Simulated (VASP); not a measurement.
Write the native input for VASP 6.6.1 that does the following.

```yaml
Task: single point
Functional: PBE
Potentials_or_basis: VASP PAW PBE potentials, release 64 (Mg, B)
Cutoff: 520 eV
k_mesh: 6 × 6 × 6
Occupations: gaussian, width 0.1 eV
Spin: no spin polarisation
Dipole_correction: no
Further_INCAR_settings: ALGO = Normal; EDIFF = 1e-06; NBANDS = 18
```

The structure of MgB5 lies in POSCAR:

```
MgB5
1.0
    1.9412316900      1.1207706400      4.1900873300
   -1.9412316900      1.1207706400      4.1900873300
    0.0000000000     -2.2415412800      4.1900873300
Mg B
1 5
Direct
    0.8036954500      0.8036954500      0.8036954500
    0.0803348100      0.5746795700      0.0803348100
    0.0803348100      0.0803348100      0.5746795700
    0.5746795700      0.0803348100      0.0803348100
    0.5091204900      0.5091204900      0.5091204900
    0.3708319500      0.3708319500      0.3708319500
```

The cell was built from a structure type or drawn by symmetry, and may not be a known phase.

The input as run:

INCAR

```
PREC = Accurate
ENCUT = 520
EDIFF = 1E-6
ISMEAR = 0
SIGMA = 0.1
LREAL = False
LASPH = True
NELM = 80
ALGO = Normal
ISIF = 2
LWAVE = False
LCHARG = True
GGA = PE
LELF = True
LVHAR = True
NBANDS = 18
```

KPOINTS

```
Automatic mesh
0
Gamma
  6 6 6
```

Potentials or basis: VASP PAW PBE potentials, release 64 (Mg, B).

Command:

```bash
$ cat potpaw_PBE.64/Mg/POTCAR potpaw_PBE.64/B/POTCAR > POTCAR
$ mpirun -np 1 vasp_std > vasp.out
```

Results of the run:

```
Pressure               : 16.3 GPa
Largest force          : 18.760 eV/Å
Band gap on the k mesh : zero (an odd number of electrons rules out a gap without spin polarisation)
```

Caveat: the cell stands under pressure; forces of over 1 eV/Å act on the atoms, so gaps and moduli don't describe the material at rest.

Run time: 20 s on 1 thread of Intel(R) Xeon(R) 6975P-C (Granite Rapids) (shared host), peak memory 0.2 GiB.
